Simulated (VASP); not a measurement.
## Re: single point with PBEsol-based global hybrid with 25 % exact exchange

The system is Re.

```
CELL_PARAMETERS angstrom
2.76080 0.00000 0.00000
-1.38040 2.39092 0.00000
0.00000 0.00000 4.45820
ATOMIC_POSITIONS crystal
Re 0.66667 0.33333 0.75000
Re 0.33333 0.66667 0.25000
```

| Item | Value |
| --- | --- |
| Program | VASP 6.6.1 |
| Task | single point |
| Functional | PBEsol-based global hybrid with 25 % exact exchange |
| Potentials or basis | VASP PAW PBE potentials, release 64 (Re) |
| Cutoff | 520 eV |
| k mesh | 6 × 6 × 3 |
| Occupations | fermi-dirac, width 0.05 eV |
| Spin | no spin polarisation |
| Dipole correction | no |
| Grid for exact exchange (PRECFOCK) | Normal |
| Share of exact exchange | 0.25 |
| Further INCAR settings | ALGO = Normal; EDIFF = 1e-06; NBANDS = 14 |

```yaml
Pressure: -16.0 GPa
Band_gap_on_the_k_mesh: zero (bands 7 and 8 overlap by 3.87 eV)
```

Stress tensor (GPa, compression positive):
```
-12.80   0.00   0.00
  0.00 -12.80   0.00
  0.00   0.00 -22.36
```

Levels at points of the mesh, in eV from the Fermi level:
| k point | band 3 | band 4 | band 5 | band 6 | band 7 | band 8 | band 9 | band 10 | band 11 | band 12 |
| --- | --- | --- | --- | --- | --- | --- | --- | --- | --- | --- |
| (0.00, 0.00, 0.00) | -2.08 | -2.08 | -2.05 | -1.02 | -1.02 | 0.71 | 0.71 | 0.92 | 4.53 | 4.53 |
| (0.50, 0.00, 0.00) | -6.21 | -2.49 | -2.25 | -1.85 | -0.94 | 5.21 | 5.69 | 5.79 | 7.42 | 8.46 |

It took 18 min on 1 thread of Intel(R) Xeon(R) Platinum 8488C (Sapphire Rapids), on a shared host, peak memory 0.17 GiB.

Caveat: the k points lie up to 0.47 Å⁻¹ apart, too coarse for converged energies and pressures of a metal; the PAW data sets were made with another functional, which shifts forces and pressure a little; spin-orbit coupling is left out, which moves the levels of the heavy elements.
